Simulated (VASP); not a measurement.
Here is a VASP 6.6.1 calculation.

Contents of POSCAR:

```
Sn
1.0
   -2.9401404553      2.9401404553      1.5593194392
    2.9401404553     -2.9401404553      1.5593194392
    2.9401404553      2.9401404553     -1.5593194392
Sn
2
Direct
    0.7500000000      0.2500000000      0.5000000000
    0.0000000000      0.0000000000      0.0000000000
```

Contents of INCAR.step1:

```
SYSTEM = Sn
PREC = Accurate ; ENCUT = 520
ISMEAR = 0 ; SIGMA = 0.15
LREAL = .FALSE. ; LASPH = .TRUE.
NELM = 100 ; NBANDS = 21
GGA = PE ; ALGO = Normal
EDIFF = 1E-4 ; LWAVE = .TRUE.
LCHARG = .FALSE.
```

Contents of INCAR.step2:

```
SYSTEM = Sn
PREC = Accurate ; ENCUT = 520
EDIFF = 1E-6 ; ISMEAR = 0
SIGMA = 0.15 ; LREAL = .FALSE.
LASPH = .TRUE. ; NELM = 100
ALGO = Normal ; ISIF = 2
LWAVE = .FALSE. ; LCHARG = .TRUE.
METAGGA = R2SCAN ; LMIXTAU = .TRUE.
LELF = .TRUE. ; LVHAR = .TRUE.
NBANDS = 21 ; ISTART = 1
```

The input KPOINTS:

```
Automatic mesh
0
G
  16 16 16
  0 0 0
```

Potentials or basis: VASP PAW PBE potentials, release 64 (Sn_d).

Launch:

```console
$ cat potpaw_PBE.64/Sn_d/POTCAR > POTCAR
$ cp INCAR.step1 INCAR
$ mpirun -np 1 vasp_std > vasp.out
$ cp INCAR.step2 INCAR
$ mpirun -np 1 vasp_std > vasp.out
```

**Question.** Estimate the pressure.

**Answer.** 1.3 GPa.

**Question.** What does it give for the band gap on the k mesh?

**Answer.** Zero (band 14 reaches 9.58 eV, above the bottom of band 15 at 5.22 eV).

Stress tensor (GPa, compression positive):
```
0.74 0.00 0.00
0.00 0.74 0.00
0.00 0.00 2.37
```

Caveat: the cell differs from its parent crystal (strain +0.000 along x and y, -0.025 along z); the PAW data sets were made with another functional, which shifts forces and pressure a little; spin-orbit coupling is left out, which moves the levels of the heavy elements.
